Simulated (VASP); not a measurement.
Write the native input for VASP 6.6.1 that does the following.

```
Task                   : relaxation of cell and atoms
Functional             : PBE
Potentials or basis    : VASP PAW PBE potentials, release 64 (Sc_sv, Al, Sb, As)
Cutoff                 : 600 eV
k mesh                 : 8 × 8 × 8
Occupations            : gaussian, width 0.1 eV
Spin                   : no spin polarisation
Dipole correction      : no
Further INCAR settings : ALGO = Normal; EDIFF = 1e-06; IBRION = 2; EDIFFG = -0.01; NSW = 100; ISIF = 3
```

The structure of ScAl2Sb2As lies in POSCAR:

```
ScAl2Sb2As
1.0
    5.5321946259      0.0000000000      0.0000000000
    0.0000000000      5.5321946259      0.0000000000
    0.0000000000      0.0000000000      5.5150371160
Sc Al Sb As
1 2 2 1
Direct
    0.0000000000      0.0000000000      0.5000000000
    0.0000000000      0.5000000000      0.5000000000
    0.5000000000      0.0000000000      0.5000000000
    0.5000000000      0.5000000000      0.7524015279
    0.5000000000      0.5000000000      0.2475984721
    0.0000000000      0.0000000000      0.0000000000
```

The cell was generated, and may not be a known phase.

The input as run:

INCAR

```
SYSTEM = ScAl2Sb2As
PREC = Accurate
ENCUT = 600
EDIFF = 1E-6
ISMEAR = 0
SIGMA = 0.1
LREAL = .FALSE.
LASPH = .TRUE.
NELM = 100
ALGO = Normal
ISIF = 3
LWAVE = .FALSE.
LCHARG = .FALSE.
GGA = PE
IBRION = 2
NSW = 100
EDIFFG = -0.01
```

KPOINTS

```
Automatic mesh
0
G
  8 8 8
  0 0 0
```

Potentials or basis: VASP PAW PBE potentials, release 64 (Sc_sv, Al, Sb, As).

Run with:

```sh
$ cat potpaw_PBE.64/Sc_sv/POTCAR potpaw_PBE.64/Al/POTCAR potpaw_PBE.64/Sb/POTCAR potpaw_PBE.64/As/POTCAR > POTCAR
$ mpirun -np 1 vasp_std > vasp.out
```

It gave:

```json
{
 "Relaxed volume": "27.97 Å³/atom",
 "Relaxed cell": "a = 5.452 Å, b = 5.452 Å, c = 5.646 Å, α = 90.00°, β = 90.00°, γ = 90.00°",
 "Space group after relaxing (to 0.1 Å)": "P4/mmm (No. 123)",
 "Energy gained by relaxing": "7.7 meV/atom",
 "Ionic steps": "7",
 "Pressure after relaxing": "0.0 GPa",
 "Band gap on the k mesh": "zero (bands 16 and 17 overlap by 1.25 eV)"
}
```

Caveat: spin-orbit coupling is left out, which moves the levels of the heavy elements.

Run time: 12 min on 1 thread of Intel(R) Xeon(R) 6975P-C (Granite Rapids), on a shared host, peak memory 0.62 GiB.
